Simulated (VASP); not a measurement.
# PtSe2 (Sudovikovite) (P-3m1) in VASP: further runs

The runs below take PtSe2 (Sudovikovite) through single point, with PBEsol, BLYP+D3(BJ).

All numbers are computed with VASP 6.6.1; they aren't measurements. Logs are shortened: lines on timing, memory, paths and dates and some standing lists are left out, and cuts for length are marked.

### 1 The cell of the first run

The structure is trigonal, space group P-3m1 (No. 164). The conventional cell has a = 3.758 Å, b = 3.758 Å, c = 4.853 Å, α = 90.00°, β = 90.00°, γ = 120.00°. Within 3.3 Å of Pt (site symmetry -3m) lie 6 Se at 2.52 Å. Within 3.3 Å of Se (site symmetry 3m) lie 3 Pt at 2.52 Å and 3 Se at 3.17 Å.

### 2 Single point, PBEsol

Contents of INCAR:

```
SYSTEM = PtSe2
PREC     = Accurate       ! precision mode
ENCUT    = 520            ! plane-wave cutoff, eV
EDIFF    = 1E-7           ! SCF threshold, eV
ISMEAR   = -1             ! smearing method
SIGMA    = 0.05           ! smearing width, eV
LREAL    = .False.        ! projectors in reciprocal space
LASPH    = .True.         ! aspherical terms in the spheres
NELM     = 60             ! most SCF steps
ALGO     = Normal         ! electronic algorithm
ISIF     = 2              ! what is computed and relaxed
LWAVE    = .False.        ! write WAVECAR
LCHARG   = .False.        ! write CHGCAR
GGA      = PS             ! functional
NBANDS   = 18             ! bands
```

Contents of KPOINTS:

```
Automatic mesh
0
Gamma
  8 8 5
  0 0 0
```

Contents of POSCAR:

```
PtSe2
1.0
    3.7578492320      0.0000000000      0.0000000000
   -1.8789246160      3.2543928985      0.0000000000
    0.0000000000      0.0000000000      4.8534001318
Pt Se
1 2
Direct
    0.0000000000      0.0000000000      0.0000000000
    0.6666666667      0.3333333333      0.7378729294
    0.3333333333      0.6666666667      0.2621270706
```

Potentials or basis: VASP PAW PBE potentials, release 64 (Pt, Se).

Run with:

```bash
$ cat potpaw_PBE.64/Pt/POTCAR potpaw_PBE.64/Se/POTCAR > POTCAR
$ mpirun -np 1 vasp_std > vasp.out
```

OUTCAR:

```text
SYSTEM = PtSe2
   PREC = Accurate
   ENCUT = 520
   EDIFF = 1E-7
   ISMEAR = -1
   LREAL = .False.
   LASPH = .True.
   NELM = 60
   ISIF = 2
   GGA = PS

 ion  position               nearest neighbor table
   1  0.000  0.000  0.000-   2 2.52   3 2.52   3 2.52   2 2.52   2 2.52   3 2.52
   2  0.667  0.333  0.738-   1 2.52   1 2.52   1 2.52
   3  0.333  0.667  0.262-   1 2.52   1 2.52   1 2.52

  LATTYP: Found a hexagonal cell.
 ALAT       =     3.7578492320
 C/A-ratio  =     1.2915366829

  Lattice vectors:

 A1 = (   3.7578492320,   0.0000000000,   0.0000000000)
 A2 = (  -1.8789246160,   3.2543928985,   0.0000000000)
 A3 = (   0.0000000000,   0.0000000000,   4.8534001318)

Analysis of symmetry for initial positions (statically):
=====================================================================
 Subroutine PRICEL returns:
 Original cell was already a primitive cell.

 Routine SETGRP: Setting up the symmetry group for a
 hexagonal supercell.

 Subroutine GETGRP returns: Found 12 space group operations
 (whereof 12 operations were pure point group operations)
 out of a pool of 24 trial point group operations.

The static configuration has the point symmetry D_3d.

Analysis of symmetry for dynamics (positions and initial velocities):
=====================================================================
 Subroutine PRICEL returns:
 Original cell was already a primitive cell.

 Routine SETGRP: Setting up the symmetry group for a
 hexagonal supercell.

 Subroutine GETGRP returns: Found 12 space group operations
 (whereof 12 operations were pure point group operations)
 out of a pool of 24 trial point group operations.

The dynamic configuration has the point symmetry D_3d.

 Subroutine INISYM returns: Found 12 space group operations
 (whereof 12 operations are pure point group operations),
 and found     1 'primitive' translations

----------------------------------------------------------------------------------------

                                     Primitive cell

  volume of cell :      59.3547

  direct lattice vectors                    reciprocal lattice vectors
     3.757849232  0.000000000  0.000000000     0.266109665  0.153638487  0.000000000
    -1.878924616  3.254392898  0.000000000     0.000000000  0.307276973  0.000000000
     0.000000000  0.000000000  4.853400132     0.000000000  0.000000000  0.206041120

  length of vectors
     3.757849232  3.757849232  4.853400132     0.307276973  0.307276973  0.206041120

  position of ions in fractional coordinates (direct lattice)
     0.000000000  0.000000000  0.000000000
     0.666666667  0.333333333  0.737872929
     0.333333333  0.666666667  0.262127071

  ion indices of the primitive-cell ions
   primitive index   ion index
                 1           1
                 2           2
                 3           3

----------------------------------------------------------------------------------------

 KPOINTS: Automatic mesh

Automatic generation of k-mesh.
 Grid dimensions read from file:
 generate k-points for:    8    8    5

 Generating k-lattice:

  Cartesian coordinates                     Fractional coordinates (reciprocal lattice)
     0.033263708  0.019204811  0.000000000     0.125000000  0.000000000  0.000000000
     0.000000000  0.038409622  0.000000000     0.000000000  0.125000000  0.000000000
     0.000000000  0.000000000  0.041208224     0.000000000  0.000000000  0.200000000

  Length of vectors
     0.038409622  0.038409622  0.041208224

  Shift w.r.t. Gamma in fractional coordinates (k-lattice)
     0.000000000  0.000000000  0.000000000

 Subroutine IBZKPT returns following result:
 ===========================================

 Found     40 irreducible k-points:

 Following reciprocal coordinates:
            Coordinates               Weight
  0.000000  0.000000  0.000000      1.000000
  0.125000  0.000000  0.000000      6.000000
  0.250000  0.000000  0.000000      6.000000
  0.375000  0.000000  0.000000      6.000000
  0.500000  0.000000  0.000000      3.000000
  0.125000  0.125000  0.000000      6.000000
[... 16 lines left out ...]
 -0.125000  0.500000  0.200000     12.000000
  0.250000  0.250000  0.200000     12.000000
 [... further k-points ...]
   k-points           NKPTS =     40   k-points in BZ     NKDIM =     40   number of bands    NBANDS=     18
   number of dos      NEDOS =    301   number of ions     NIONS =      3
   total plane-waves  NPLWV =  28224
   dimension x,y,z NGX =    28 NGY =   28 NGZ =   36
   dimension x,y,z NGXF=    56 NGYF=   56 NGZF=   72
   ions per type =               1   2
   NGX,Y,Z   is equivalent  to a cutoff of  12.39, 12.39, 12.33 a.u.
   NGXF,Y,Z  is equivalent  to a cutoff of  24.77, 24.77, 24.66 a.u.
 SYSTEM =  PtSe2
   PREC   = accura    normal or accurate (medium, high low for compatibility)
   ISTART =      0    job   : 0-new  1-cont  2-samecut
   ICHARG =      2    charge: 1-file 2-atom 10-const
   ISPIN  =      1    spin polarized calculation?
   LNONCOLLINEAR =      F non collinear calculations
   LSORBIT =      F    spin-orbit coupling
   LASPH  =      T    aspherical Exc in radial PAW
   ENCUT  =  520.0 eV  38.22 Ry    6.18 a.u.   6.99  6.99  9.02*2*pi/ulx,y,z
   NELM   =     60;   NELMIN=  2; NELMDL= -5     # of ELM steps
   EDIFF  = 0.1E-06   stopping-criterion for ELM
   LREAL  =      F    real-space projection
   EDIFFG = 0.1E-05   stopping-criterion for IOM
   NSW    =      0    number of steps for IOM
   IBRION =     -1    ionic relax: 0-MD 1-quasi-New 2-CG
   NFREE  =      0    steps in history (QN), initial steepest desc. (CG)
   ISIF   =      2    stress and relaxation
   ISYM   =      2    0-nonsym 1-usesym 2-fastsym
   POTIM  = 0.5000    time-step for ionic-motion
   TEBEG  =    0.0;   TEEND  =   0.0 temperature during run
   PSTRESS=    0.0 pullay stress
   NELECT =      22.0000    total number of electrons
   NUPDOWN=      -1.0000    fix difference up-down
   EMIN   =  10.00;   EMAX   =-10.00  energy-range for DOS
   EFERMI =   0.00;   METHOD = LEGACY
   ISMEAR =    -1;   SIGMA  =   0.05  broadening in eV -4-tet -1-fermi 0-gaus
   EFERMI_NEDOS =   21; number of points for ismear=-14 and -15
   IALGO  =     38    algorithm
   IMIX   =      4    mixing-type and parameters
     AMIX     =   0.40;   BMIX     =  1.00
     AMIX_MAG =   1.60;   BMIX_MAG =  1.00
  volume/ion in A,a.u.               =      19.78       133.52
  Fermi-wavevector in a.u.,A,eV,Ry     =   1.175973  2.222266 18.815658  1.382912
  Thomas-Fermi vector in A             =   2.312344
   LORBIT       =      0    0 simple, 1 ext, 2 COOP (PROOUT), +10 PAW based schemes
   GGA     = PS    functional components
   LHFCALC =     F    Hartree Fock is set to
   AEXX    =    0.0000 exact exchange contribution
   IVDW    =     0    specifies the selected vdW correction
   LEPSILON=     F    determine dielectric tensor
   LRPA    =     F    only Hartree local field effects (RPA)
 non-spin polarized calculation
  energy-cutoff  :      520.00
  volume of cell :       59.35
 maximum number of plane-waves:      1612
   NGX = 13   NGY = 13   NGZ = 19

 number of electron      21.9999996 magnetization

 Free energy of the ion-electron system (eV)
  ---------------------------------------------------
  ext. energy  EPLUGINS =         0.00000000
  ---------------------------------------------------
  free energy    TOTEN  =       -15.91199685 eV

  energy without entropy =      -15.90770166  energy(sigma->0) =      -15.90984925

 E-fermi :   6.6430     XC(G=0): -10.9809

 val. band max:        6.5846707796   @ k =   0.3750   0.2500   0.0000
 cond. band min:       6.7326266385   @ k =  -0.1250   0.3750   0.2000
 fundamental gap:      0.1479558589
 Fermi energy:         6.6429930951

 k-point     1 :       0.0000    0.0000    0.0000
  band No.  band energies     occupation
      1      -9.1275      2.00000
      2      -6.0302      2.00000
      3      -0.5964      2.00000
      4       0.2670      2.00000
      5       0.2670      2.00000
      6       2.7469      2.00000
[... 10 lines left out ...]
     17      13.8101      0.00000
     18      18.2637      0.00000

 k-point     2 :       0.1250    0.0000    0.0000
  band No.  band energies     occupation
      1      -8.9570      2.00000
      2      -6.1263      2.00000
      3      -0.3863      2.00000
      4       0.3772      2.00000
      5       0.4253      2.00000
      6       2.4909      2.00000
[... 10 lines left out ...]
     17      14.3148      0.00000
     18      16.3265      0.00000

 k-point     3 :       0.2500    0.0000    0.0000
  band No.  band energies     occupation
      1      -8.4830      2.00000
      2      -6.3721      2.00000
      3       0.1616      2.00000
      4       0.6536      2.00000
      5       0.8088      2.00000
      6       1.5097      2.00000
[... 10 lines left out ...]
     17      14.7973      0.00000
     18      14.8722      0.00000

 k-point     4 :       0.3750    0.0000    0.0000
  band No.  band energies     occupation
      1      -7.8319      2.00000
      2      -6.7080      2.00000
      3      -0.1135      2.00000
      4       0.9143      2.00000
      5       1.0115      2.00000
      6       1.8198      2.00000
[... 10 lines left out ...]
     17      14.0882      0.00000
     18      15.8717      0.00000

 k-point     5 :       0.5000    0.0000    0.0000
  band No.  band energies     occupation
      1      -7.3051      2.00000
      2      -7.0695      2.00000
      3      -0.6183      2.00000
      4       0.9968      2.00000
      5       1.3892      2.00000
      6       2.6760      2.00000
[... 10 lines left out ...]
     17      13.7732      0.00000
     18      17.7820      0.00000

 k-point     6 :       0.1250    0.1250    0.0000
  band No.  band energies     occupation
      1      -8.6345      2.00000
      2      -6.2936      2.00000
      3      -0.0039      2.00000
      4       0.5877      2.00000
      5       0.6937      2.00000
      6       1.9817      2.00000
[... 10 lines left out ...]
     17      14.8430      0.00000
     18      15.2923      0.00000

 k-point     7 :       0.2500    0.1250    0.0000
  band No.  band energies     occupation
      1      -8.0707      2.00000
      2      -6.5618      2.00000
      3       0.4431      2.00000
      4       0.5992      2.00000
      5       1.0621      2.00000
      6       1.2566      2.00000
[... 10 lines left out ...]
     17      14.3962      0.00000
     18      15.5838      0.00000

 k-point     8 :       0.3750    0.1250    0.0000
  band No.  band energies     occupation
      1      -7.4531      2.00000
      2      -6.8976      2.00000
      3      -0.4063      2.00000
      4       0.7865      2.00000
      5       1.4135      2.00000
      6       1.7602      2.00000
[... 10 lines left out ...]
     17      15.3527      0.00000
     18      16.1668      0.00000
[... 229 lines left out ...]
     17      14.1104      0.00000
     18      15.4445      0.00000

 k-point    20 :       0.2500    0.1250    0.2000
  band No.  band energies     occupation
      1      -7.9085      2.00000
      2      -6.7712      2.00000
      3       0.2476      2.00000
      4       0.5923      2.00000
      5       0.9843      2.00000
      6       1.7454      2.00000
[... 10 lines left out ...]
     17      14.8167      0.00000
     18      15.5165      0.00000

 k-point    21 :      -0.1250    0.3750    0.2000
  band No.  band energies     occupation
      1      -7.9688      2.00000
      2      -6.6554      2.00000
      3      -0.1339      2.00000
      4       0.4191      2.00000
      5       0.8610      2.00000
      6       1.7956      2.00000
[... 10 lines left out ...]
     17      14.4115      0.00000
     18      16.3826      0.00000

 k-point    22 :       0.3750    0.1250    0.2000
  band No.  band energies     occupation
      1      -7.3104      2.00000
      2      -7.0213      2.00000
      3      -0.4084      2.00000
      4       0.6795      2.00000
      5       1.4726      2.00000
      6       1.5224      2.00000
[... 10 lines left out ...]
     17      15.8596      0.00000
     18      16.3701      0.00000

 k-point    23 :      -0.1250    0.5000    0.2000
  band No.  band energies     occupation
      1      -7.4693      2.00000
      2      -6.8155      2.00000
      3      -0.6223      2.00000
      4       0.4669      2.00000
      5       1.0423      2.00000
      6       2.2443      2.00000
[... 10 lines left out ...]
     17      15.6697      0.00000
     18      16.8378      0.00000

 k-point    24 :       0.2500    0.2500    0.2000
  band No.  band energies     occupation
      1      -7.4591      2.00000
      2      -6.8422      2.00000
      3      -0.0953      2.00000
      4       0.3681      2.00000
      5       0.8715      2.00000
      6       1.7544      2.00000
[... 10 lines left out ...]
     17      14.7421      0.00000
     18      15.7074      0.00000

 [... further k-points ...]

------------------------ aborting loop because EDIFF is reached ----------------------------------------

  FORCE on cell =-STRESS in cart. coord.  units (eV):
  Direction    XX          YY          ZZ          XY          YZ          ZX
  --------------------------------------------------------------------------------------
  -------------------------------------------------------------------------------------
  Total        0.0295741      0.0295741      0.0166282      0.0000000      0.0000000      0.0000000
  in kB        0.7983010      0.7983010      0.4488484      0.0000000      0.0000000      0.0000000
  external PRESSURE =       0.6818168 kB  Pullay stress =       0.0000000 kB

 VOLUME and BASIS-vectors are now :
 -----------------------------------------------------------------------------
  energy-cutoff  :      520.00
  volume of cell :       59.35
      direct lattice vectors                 reciprocal lattice vectors
     3.757849232  0.000000000  0.000000000     0.266109665  0.153638487  0.000000000
    -1.878924616  3.254392898  0.000000000     0.000000000  0.307276973  0.000000000
     0.000000000  0.000000000  4.853400132     0.000000000  0.000000000  0.206041120

 POSITION                                       TOTAL-FORCE (eV/Angst)
 -----------------------------------------------------------------------------------
      0.00000      0.00000      0.00000         0.000000      0.000000      0.000000
      1.87892      1.08480      3.58119        -0.000000      0.000000     -0.015542
     -0.00000      2.16960      1.27221         0.000000      0.000000      0.015542
 -----------------------------------------------------------------------------------
    total drift:                               -0.000000      0.000000      0.000000

  FREE ENERGIE OF THE ION-ELECTRON SYSTEM (eV)
  ---------------------------------------------------
  free  energy   TOTEN  =       -15.9119968474 eV

  energy  without entropy=      -15.9077016585  energy(sigma->0) =      -15.90984925
```

Wall time 49 s (1 thread of Intel Xeon Platinum 8259CL at 2.50GHz (Skylake/Cascade Lake), shared host); peak memory 0.19 GiB.

Results:

* Free energy: -15.9120 eV
* Pressure: 0.1 GPa
* Largest force: 0.016 eV/Å
* Band gap on the k mesh: zero (band 11 reaches 7.36 eV, above the bottom of band 12 at 6.58 eV)

Forces in eV/Å, atoms in the order of the input:
```
Pt   0.000  0.000  0.000
Se   0.000  0.000 -0.016
Se   0.000  0.000  0.016
```

Caveat: the PAW data sets were made with another functional, which shifts forces and pressure a little; spin-orbit coupling is left out, which moves the levels of the heavy elements.

### 3 Single point, BLYP+D3(BJ)

This run uses another cell than the first one, of 20.00 Å³/atom, 1.011 times its volume.

Contents of INCAR:

```
PREC = Accurate
ENCUT = 520
EDIFF = 1E-7
ISMEAR = -1
SIGMA = 0.05
LREAL = False
LASPH = True
NELM = 80
ALGO = Normal
ISIF = 2
LWAVE = False
LCHARG = True
GGA = B5
ALDAX = 1.0
AGGAX = 1.0
AGGAC = 1.0
ALDAC = 0.0
IVDW = 12
VDW_S6 = 1.0
VDW_S8 = 2.6996
VDW_A1 = 0.4298
VDW_A2 = 4.2359
LELF = True
LVHAR = True
NBANDS = 18
```

Contents of KPOINTS:

```
Automatic mesh
0
Gamma
  8 8 5
```

Contents of POSCAR:

```
PtSe2
1.0
    3.7863980081      0.0000000000      0.0000000000
   -1.8931990040      3.2791168638      0.0000000000
    0.0000000000      0.0000000000      4.8322641990
Pt Se
1 2
Direct
    0.0000000000      0.0000000000      0.0000000000
    0.6666666667      0.3333333333      0.7295034332
    0.3333333333      0.6666666667      0.2704965668
```

Potentials or basis: VASP PAW PBE potentials, release 64 (Pt, Se).

Run with:

```bash
$ cat potpaw_PBE.64/Pt/POTCAR potpaw_PBE.64/Se/POTCAR > POTCAR
$ mpirun -np 1 vasp_std > vasp.out
```

It took 85 s on 1 thread of Intel Xeon Platinum 8259CL at 2.50GHz (Skylake/Cascade Lake), shared host; peak memory 0.21 GiB.

Results (log left out):

- Free energy: -15.1768 eV
- Pressure: 0.6 GPa
- Largest force: 0.058 eV/Å
- Band gap on the k mesh: zero (band 11 reaches 7.75 eV, above the bottom of band 12 at 6.96 eV)
- Dispersion energy per atom: -1.103 eV

Forces in eV/Å, atoms in the order of the input:
```
Pt   0.000  0.000  0.000
Se   0.000  0.000 -0.058
Se   0.000  0.000  0.058
```

Stress tensor (GPa, compression positive):
```
0.67 0.00 0.00
0.00 0.67 0.00
0.00 0.00 0.43
```

Levels at points of the mesh, in eV from the Fermi level:
| k point | band 8 | band 9 | band 10 | band 11 | band 12 | band 13 | band 14 | band 15 |
| --- | --- | --- | --- | --- | --- | --- | --- | --- |
| (0.00, 0.00, 0.00) | -2.48 | -0.99 | -0.99 | 0.71 | 0.91 | 0.91 | 3.67 | 4.03 |
| (0.50, 0.00, 0.00) | -3.50 | -3.22 | -3.18 | -2.87 | 0.43 | 2.39 | 5.12 | 6.30 |

Caveat: the PAW data sets were made with another functional, which shifts forces and pressure a little; spin-orbit coupling is left out, which moves the levels of the heavy elements; pairwise dispersion overbinds metals, which lowers pressure and volume.
